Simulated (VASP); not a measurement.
Runs of VASP 6.6.1 on MoS. The structure is that of space group Fm-3m (No. 225), or close to it. The cells are those of the table. 

| task | spin | cell | k mesh | cutoff (eV) | gap on the mesh (eV) | pressure (GPa) | moment (μB) |
| --- | --- | --- | --- | --- | --- | --- | --- |
| single point | collinear, ferromagnetic start | a = 3.594 Å, angles 60.0°, 2 atoms | 14 × 14 × 14 | 520 | none | 14.1 | (c) |
| single point | off | a = 3.871 Å, angles 60.0°, 2 atoms | 14 × 14 × 14 | 520 | none | -18.1 | - |
| single point | collinear, ferromagnetic start | a = 3.871 Å, angles 60.0°, 2 atoms | 14 × 14 × 14 | 520 | none | -2.3 | (b) |
| single point | collinear, ferromagnetic start | a = 3.765 Å, angles 60.0°, 2 atoms | 14 × 14 × 14 | 520 | none | (a) | 3.72 |
| relaxation of cell and atoms | collinear, ferromagnetic start | relaxed from a = 3.415 Å, angles 60.0°, 2 atoms | 8 × 8 × 8 | 600 | none | 0.0 | 3.71 |
| single point | collinear, ferromagnetic start | a = 3.819 Å, angles 60.0°, 2 atoms | 14 × 14 × 14 | 520 | none | -0.2 | 3.83 |
| single point | off | a = 3.546 Å, angles 60.0°, 2 atoms | 14 × 14 × 14 | 520 | none | -0.2 | - |
| single point | collinear, ferromagnetic start | a = 3.866 Å, angles 60.0°, 2 atoms | 8 × 8 × 8 | 520 | none | -2.0 | 3.90 |
| single point | collinear, ferromagnetic start | a = 3.681 Å, angles 60.0°, 2 atoms | 14 × 14 × 14 | 520 | none | 6.7 | 3.41 |

Alike in all rows: level PBE+U; potentials or basis VASP PAW PBE potentials, release 64 (Mo_sv, S); Mo d U = 4.38 eV; smearing gaussian 0.1 eV.

Problem. Fill in the values left out.

Solution. (a) 2.4; (b) 3.92; (c) 3.09.

Caveats: U without spin polarisation on a metal has little footing (some runs); the electronic state changed during the relaxation (some runs).

A k mesh can miss the band edges, and the runs leave out spin-orbit coupling on Mo.

A gap of «none» marks levels without a gap at the run's occupations.
